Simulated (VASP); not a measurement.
# W (Im-3m) in VASP: a series of runs

The runs below take W through single point, with BLYP, B3LYP.

Everything below comes from runs of VASP 6.6.1. Logs are shortened: lines on timing, memory, paths and dates and some standing lists are left out, and cuts for length are marked.

## (1) The cell of the first run

Symmetry: Im-3m, No. 229, cubic system. The conventional cell has a = 3.220 Å, b = 3.220 Å, c = 3.220 Å, α = 90.00°, β = 90.00°, γ = 90.00°. W (site symmetry m-3m) has 14 W at 2.79 to 3.22 Å within 3.7 Å.

## (2) Single point, BLYP, non-collinear spin, zero start, spin-orbit coupling

INCAR

```
  PREC = Accurate
  ENCUT = 520
  EDIFF = 1E-6
  ISMEAR = -1
  SIGMA = 0.1
  LREAL = F
  LASPH = T
  NELM = 150
  ALGO = Normal
  ISIF = 2
  LWAVE = F
  LCHARG = T
  LNONCOLLINEAR = T
  MAGMOM = 0 0 0
  LORBIT = 11
  LSORBIT = T
  GGA_COMPAT = F
  LORBMOM = T
  LMAXMIX = 4
  GGA = B5
  ALDAX = 1.0
  AGGAX = 1.0
  AGGAC = 1.0
  ALDAC = 0.0
  LVHAR = T
  NBANDS = 25
```

KPOINTS

```
regular mesh
0
Gamma
  14 14 14
```

POSCAR

```
W
1.0
   -1.6100263885      1.6100263885      1.6100263885
    1.6100263885     -1.6100263885      1.6100263885
    1.6100263885      1.6100263885     -1.6100263885
W
1
Direct
    0.0000000000      0.0000000000      0.0000000000
```

Potentials or basis: VASP PAW PBE potentials, release 64 (W_sv).

Run with:

```sh
cat potpaw_PBE.64/W_sv/POTCAR > POTCAR
mpirun -np 1 vasp_ncl > vasp.out
```

OUTCAR:

```text
PREC = Accurate
   ENCUT = 520
   EDIFF = 1E-6
   ISMEAR = -1
   LREAL = F
   LASPH = T
   NELM = 150
   ISIF = 2
   LNONCOLLINEAR = T
   LORBIT = 11
   LSORBIT = T
   GGA = B5

 ion  position               nearest neighbor table
   1  0.000  0.000  0.000-

  LATTYP: Found a body centered cubic cell.
 ALAT       =     3.2200527770

  Lattice vectors:

 A1 = (  -1.6100263885,   1.6100263885,   1.6100263885)
 A2 = (   1.6100263885,  -1.6100263885,   1.6100263885)
 A3 = (   1.6100263885,   1.6100263885,  -1.6100263885)

Analysis of symmetry for initial positions (statically):
=====================================================================
 Subroutine PRICEL returns:
 Original cell was already a primitive cell.

 Routine SETGRP: Setting up the symmetry group for a
 body centered cubic supercell.

 Subroutine GETGRP returns: Found 48 space group operations
 (whereof 48 operations were pure point group operations)
 out of a pool of 48 trial point group operations.

The static configuration has the point symmetry O_h .

Analysis of symmetry for dynamics (positions and initial velocities):
=====================================================================
 Subroutine PRICEL returns:
 Original cell was already a primitive cell.

 Routine SETGRP: Setting up the symmetry group for a
 body centered cubic supercell.

 Subroutine GETGRP returns: Found 48 space group operations
 (whereof 48 operations were pure point group operations)
 out of a pool of 48 trial point group operations.

The dynamic configuration has the point symmetry O_h .

Analysis of structural, dynamic, and magnetic symmetry:
=====================================================================
 Subroutine PRICEL returns:
 Original cell was already a primitive cell.

 Routine SETGRP: Setting up the symmetry group for a
 body centered cubic supercell.

 Subroutine GETGRP returns: Found 48 space group operations
 (whereof 48 operations were pure point group operations)
 out of a pool of 48 trial point group operations.

The overall configuration has the point symmetry O_h .

 Subroutine INISYM returns: Found 48 space group operations
 (whereof 48 operations are pure point group operations),
 and found     1 'primitive' translations

----------------------------------------------------------------------------------------

                                     Primitive cell

  volume of cell :      16.6939

  direct lattice vectors                    reciprocal lattice vectors
    -1.610026388  1.610026388  1.610026388     0.000000000  0.310553916  0.310553916
     1.610026388 -1.610026388  1.610026388     0.310553916  0.000000000  0.310553916
     1.610026388  1.610026388 -1.610026388     0.310553916  0.310553916  0.000000000

  length of vectors
     2.788647506  2.788647506  2.788647506     0.439189560  0.439189560  0.439189560

  position of ions in fractional coordinates (direct lattice)
     0.000000000  0.000000000  0.000000000

  ion indices of the primitive-cell ions
   primitive index   ion index
                 1           1

----------------------------------------------------------------------------------------

 KPOINTS: regular mesh

Automatic generation of k-mesh.
 Grid dimensions read from file:
 generate k-points for:   14   14   14

 Generating k-lattice:

  Cartesian coordinates                     Fractional coordinates (reciprocal lattice)
     0.000000000  0.022182423  0.022182423     0.071428571  0.000000000  0.000000000
     0.022182423  0.000000000  0.022182423     0.000000000  0.071428571  0.000000000
     0.022182423  0.022182423  0.000000000     0.000000000  0.000000000  0.071428571

  Length of vectors
     0.031370683  0.031370683  0.031370683

  Shift w.r.t. Gamma in fractional coordinates (k-lattice)
     0.000000000  0.000000000  0.000000000

 Subroutine IBZKPT returns following result:
 ===========================================
[... 46 lines left out ...]
   ENCUT  =  520.0 eV  38.22 Ry    6.18 a.u.   5.19  5.19  5.19*2*pi/ulx,y,z
   NELM   =    150;   NELMIN=  2; NELMDL= -5     # of ELM steps
   EDIFF  = 0.1E-05   stopping-criterion for ELM
   LREAL  =      F    real-space projection
   EDIFFG = 0.1E-04   stopping-criterion for IOM
   NSW    =      0    number of steps for IOM
   IBRION =     -1    ionic relax: 0-MD 1-quasi-New 2-CG
   NFREE  =      0    steps in history (QN), initial steepest desc. (CG)
   ISIF   =      2    stress and relaxation
   ISYM   =      2    0-nonsym 1-usesym 2-fastsym
   POTIM  = 0.5000    time-step for ionic-motion
   TEBEG  =    0.0;   TEEND  =   0.0 temperature during run
   PSTRESS=    0.0 pullay stress
   NELECT =      14.0000    total number of electrons
   NUPDOWN=      -1.0000    fix difference up-down
   EMIN   =  10.00;   EMAX   =-10.00  energy-range for DOS
   EFERMI =   0.00;   METHOD = LEGACY
   ISMEAR =    -1;   SIGMA  =   0.10  broadening in eV -4-tet -1-fermi 0-gaus
   EFERMI_NEDOS =   21; number of points for ismear=-14 and -15
   IALGO  =     38    algorithm
   IMIX   =      4    mixing-type and parameters
     AMIX     =   0.40;   BMIX     =  1.00
     AMIX_MAG =   1.60;   BMIX_MAG =  1.00
  volume/ion in A,a.u.               =      16.69       112.66
  Fermi-wavevector in a.u.,A,eV,Ry     =   1.543824  2.917405 32.428034  2.383393
  Thomas-Fermi vector in A             =   2.649432
   LORBIT       =     11    0 simple, 1 ext, 2 COOP (PROOUT), +10 PAW based schemes
   GGA     = B5    functional components
   LHFCALC =     F    Hartree Fock is set to
   AEXX    =    0.0000 exact exchange contribution
   IVDW    =     0    specifies the selected vdW correction
   LEPSILON=     F    determine dielectric tensor
   LRPA    =     F    only Hartree local field effects (RPA)
  energy-cutoff  :      520.00
  volume of cell :       16.69
 maximum number of plane-waves:       932
 NGX is ok and might be reduce to    24
   NGX = 11   NGY = 11   NGZ = 11

 number of electron      14.0000000 magnetization       0.0000000      0.0000000      0.0000000

 number of electron      13.9999999 magnetization       0.0000000     -0.0000000      0.0000000

 number of electron      13.9999999 magnetization      -0.0000000      0.0000000     -0.0000000

 Free energy of the ion-electron system (eV)
  ---------------------------------------------------
  ext. energy  EPLUGINS =         0.00000000
  ---------------------------------------------------
  free energy    TOTEN  =       -12.11925215 eV

  energy without entropy =      -12.09965375  energy(sigma->0) =      -12.10945295

 E-fermi :  11.3078     XC(G=0): -12.7041

 val. band max:       11.2710237034   @ k =  -0.4286   0.5000   0.2857
 cond. band min:      11.3240121595   @ k =   0.5000   0.5000   0.2143
 fundamental gap:      0.0529884561
 Fermi energy:        11.3078163021

 k-point     1 :       0.0000    0.0000    0.0000
  band No.  band energies     occupation
      1     -62.5530      1.00000
      2     -62.5530      1.00000
      3     -32.4983      1.00000
      4     -32.4983      1.00000
      5     -23.5802      1.00000
      6     -23.5802      1.00000
[... 661 lines left out ...]
     24      23.0008      0.00000
     25      28.0530      0.00000

 [... further k-points ...]

------------------------ aborting loop because EDIFF is reached ----------------------------------------

  FORCE on cell =-STRESS in cart. coord.  units (eV):
  Direction    XX          YY          ZZ          XY          YZ          ZX
  --------------------------------------------------------------------------------------
  -------------------------------------------------------------------------------------
  Total        0.2709541      0.2709541      0.2709541     -0.0000000      0.0000000      0.0000000
  in kB       26.0044266     26.0044266     26.0044266     -0.0000000      0.0000000      0.0000000
  external PRESSURE =      26.0044266 kB  Pullay stress =       0.0000000 kB

 VOLUME and BASIS-vectors are now :
 -----------------------------------------------------------------------------
  energy-cutoff  :      520.00
  volume of cell :       16.69
      direct lattice vectors                 reciprocal lattice vectors
    -1.610026388  1.610026388  1.610026388     0.000000000  0.310553916  0.310553916
     1.610026388 -1.610026388  1.610026388     0.310553916  0.000000000  0.310553916
     1.610026388  1.610026388 -1.610026388     0.310553916  0.310553916  0.000000000

 POSITION                                       TOTAL-FORCE (eV/Angst)
 -----------------------------------------------------------------------------------
      0.00000      0.00000      0.00000         0.000000      0.000000      0.000000
 -----------------------------------------------------------------------------------
    total drift:                                0.000000      0.000000      0.000000

  FREE ENERGIE OF THE ION-ELECTRON SYSTEM (eV)
  ---------------------------------------------------
  free  energy   TOTEN  =       -12.1192521487 eV

  energy  without entropy=      -12.0996537532  energy(sigma->0) =      -12.10945295

 orbital moment (x)

 # of ion     p       d       tot
 ----------------------------------------
  1        -0.000  -0.000  -0.000
 ----------------------------------------
           -0.000  -0.000  -0.000

 orbital moment (y)

 # of ion     p       d       tot
 ----------------------------------------
  1         0.000  -0.000  -0.000
 ----------------------------------------
            0.000  -0.000  -0.000

 orbital moment (z)

 # of ion     p       d       tot
 ----------------------------------------
  1        -0.000   0.000   0.000
 ----------------------------------------
           -0.000   0.000   0.000

 Spin-Orbit-Coupling matrix elements

 Ion:    1  E_soc:     -1.6583608
 l=   1
     0.0000000    -0.2305396    -0.2305396
    -0.2305396     0.0000000    -0.2305396
    -0.2305396    -0.2305396     0.0000000
 l=   2
     0.0000000    -0.0118367     0.0000000    -0.0118367    -0.0340172
    -0.0118367     0.0000000    -0.0255129    -0.0118367    -0.0085043
     0.0000000    -0.0255129     0.0000000    -0.0255129     0.0000000
    -0.0118367    -0.0118367    -0.0255129     0.0000000    -0.0085043
    -0.0340172    -0.0085043     0.0000000    -0.0085043     0.0000000
 l=   3
     0.0000000     0.0000000     0.0000000     0.0000000     0.0000000     0.0000000     0.0000000
     0.0000000     0.0000000     0.0000000     0.0000000     0.0000000     0.0000000     0.0000000
     0.0000000     0.0000000     0.0000000     0.0000000     0.0000000     0.0000000     0.0000000
     0.0000000     0.0000000     0.0000000     0.0000000     0.0000000     0.0000000     0.0000000
     0.0000000     0.0000000     0.0000000     0.0000000     0.0000000     0.0000000     0.0000000
     0.0000000     0.0000000     0.0000000     0.0000000     0.0000000     0.0000000     0.0000000
     0.0000000     0.0000000     0.0000000     0.0000000     0.0000000     0.0000000     0.0000000

 total charge

# of ion       s       p       d       tot
------------------------------------------
    1        2.392   6.304   3.358  12.054

 magnetization (x)

# of ion       s       p       d       tot
------------------------------------------
    1        0.000   0.000   0.000   0.000

 magnetization (y)

# of ion       s       p       d       tot
------------------------------------------
    1        0.000   0.000   0.000   0.000

 magnetization (z)

# of ion       s       p       d       tot
------------------------------------------
    1        0.000   0.000   0.000   0.000
```

Run time: 2 min. Hardware: 1 thread of Intel Xeon Platinum 8259CL at 2.50GHz (Skylake/Cascade Lake), shared host; peak memory 0.23 GiB.

Results:

```yaml
Free_energy: -12.1193 eV
Pressure: 2.6 GPa
Net_moment: 0.00 μB per cell
Valence_electrons_inside_the_program's_atomic_spheres: W 12.05
```

Moments on the atoms (μB; x, y, z):
```
W   0.00 0.00 0.00
```

Caveat: the PAW data sets were made with another functional, which shifts forces and pressure a little.

## (3) Single point, BLYP

INCAR

```
SYSTEM = W
AGGAC = 1.0
AGGAX = 1.0
ALDAC = 0.0
ALDAX = 1.0
ALGO = Normal
EDIFF = 1E-6
ENCUT = 520
GGA = B5
ISIF = 2
ISMEAR = -1
LASPH = .True.
LCHARG = .False.
LREAL = .False.
LWAVE = .False.
NBANDS = 13
NELM = 100
PREC = Accurate
SIGMA = 0.1
```

KPOINTS

```
k-points
0
Gamma
  7 7 7
  0 0 0
```

POSCAR

```
W
1.0
   -1.6100263886      1.6100263886      1.6100263886
    1.6100263886     -1.6100263886      1.6100263886
    1.6100263886      1.6100263886     -1.6100263886
W
1
Direct
    0.0000000000      0.0000000000      0.0000000000
```

Potentials or basis: VASP PAW PBE potentials, release 64 (W_sv).

Run with:

```sh
cat potpaw_PBE.64/W_sv/POTCAR > POTCAR
mpirun -np 1 vasp_std > vasp.out
```

It took 8.6 s on 1 thread of Intel Xeon Platinum 8375C at 2.90GHz (Ice Lake), shared host; peak memory 0.14 GiB.

Results (log left out):

```yaml
Free_energy: -11.2340 eV
Pressure: 2.0 GPa
Band_gap_on_the_k_mesh: zero (bands 7 and 8 overlap by 4.48 eV)
```

Levels at points of the mesh, in eV from the Fermi level:
```tsv
k point	band 4	band 5	band 6	band 7	band 8	band 9	band 10	band 11
(0.00, 0.00, 0.00)	-37.75	-9.19	-1.27	-1.27	-1.27	2.04	2.04	14.53
```

Caveat: the k points lie up to 0.39 Å⁻¹ apart, too coarse for converged energies and pressures of a metal; the PAW data sets were made with another functional, which shifts forces and pressure a little; spin-orbit coupling is left out, which moves the levels of the heavy elements.

## (4) Single point, B3LYP

POSCAR is that of step 3.

INCAR.step1

```
ALGO     = Normal         # electronic algorithm
EDIFF    = 1E-5           # SCF threshold, eV
ENCUT    = 520            # plane-wave cutoff, eV
GGA      = PE             # functional
ISIF     = 2              # what is computed and relaxed
ISMEAR   = -1             # smearing method
LASPH    = T              # aspherical terms in the spheres
LCHARG   = F              # write CHGCAR
LREAL    = F              # projectors in reciprocal space
LWAVE    = T              # write WAVECAR
NBANDS   = 13             # bands
NELM     = 80             # most SCF steps
PREC     = Accurate       # precision mode
SIGMA    = 0.1            # smearing width, eV
```

INCAR.step2

```
AEXX     = 0.2            # exact-exchange fraction
AGGAC    = 0.81         
AGGAX    = 0.72         
ALDAC    = 0.19         
ALGO     = Normal         # electronic algorithm
EDIFF    = 1E-6           # SCF threshold, eV
ENCUT    = 520            # plane-wave cutoff, eV
GGA      = B3             # functional
ISIF     = 2              # what is computed and relaxed
ISMEAR   = -1             # smearing method
ISTART   = 1            
LASPH    = T              # aspherical terms in the spheres
LCHARG   = F              # write CHGCAR
LHFCALC  = T              # exact exchange
LREAL    = F              # projectors in reciprocal space
LWAVE    = F              # write WAVECAR
NBANDS   = 13             # bands
NELM     = 80             # most SCF steps
PREC     = Accurate       # precision mode
PRECFOCK = Normal       
SIGMA    = 0.1            # smearing width, eV
```

KPOINTS

```
k-points
0
Gamma
  7 7 7
```

Run with:

```sh
cat potpaw_PBE.64/W_sv/POTCAR > POTCAR
cp INCAR.step1 INCAR
mpirun -np 1 vasp_std > vasp.out
cp INCAR.step2 INCAR
mpirun -np 1 vasp_std > vasp.out
```

Run time: 17 min. Hardware: 1 thread of Intel Xeon Platinum 8375C at 2.90GHz (Ice Lake), shared host; peak memory 0.16 GiB.

The run converged. Its results:

| Item | Value |
| --- | --- |
| Free energy | -13.9867 eV |
| Pressure | -4.8 GPa |
| Band gap on the k mesh | zero (bands 7 and 8 overlap by 5.64 eV) |

Levels at points of the mesh, in eV from the Fermi level:
```tsv
k point	band 3	band 4	band 5	band 6	band 7	band 8	band 9	band 10	band 11	band 12
(0.00, 0.00, 0.00)	-40.30	-40.30	-10.61	-1.88	-1.88	-1.88	2.93	2.93	15.51	15.51
```

Caveat: the k points lie up to 0.39 Å⁻¹ apart, too coarse for converged energies and pressures of a metal; the PAW data sets were made with another functional, which shifts forces and pressure a little; spin-orbit coupling is left out, which moves the levels of the heavy elements.

## (5) Overview

| level | spin | k mesh | grid for exact exchange (PRECFOCK) | share of exact exchange | gap on the mesh (eV) | pressure (GPa) |
| --- | --- | --- | --- | --- | --- | --- |
| BLYP | non-collinear, zero start, SOC | 14 × 14 × 14 | - | - | - | 2.6 |
| BLYP | off | 7 × 7 × 7 | - | - | none | 2.0 |
| B3LYP | off | 7 × 7 × 7 | Normal | 0.2 | none | -4.8 |

Alike in all rows: task single point; potentials or basis VASP PAW PBE potentials, release 64 (W_sv); cell as given; cutoff (eV) 520; smearing fermi-dirac 0.1 eV.

Caveats: some runs use coarse meshes; the PAW data sets were made with another functional, which shifts forces and pressure a little; spin-orbit coupling is left out, which moves the levels of the heavy elements (at least some runs).

Absolute energies hang on the potentials; compare differences alone.
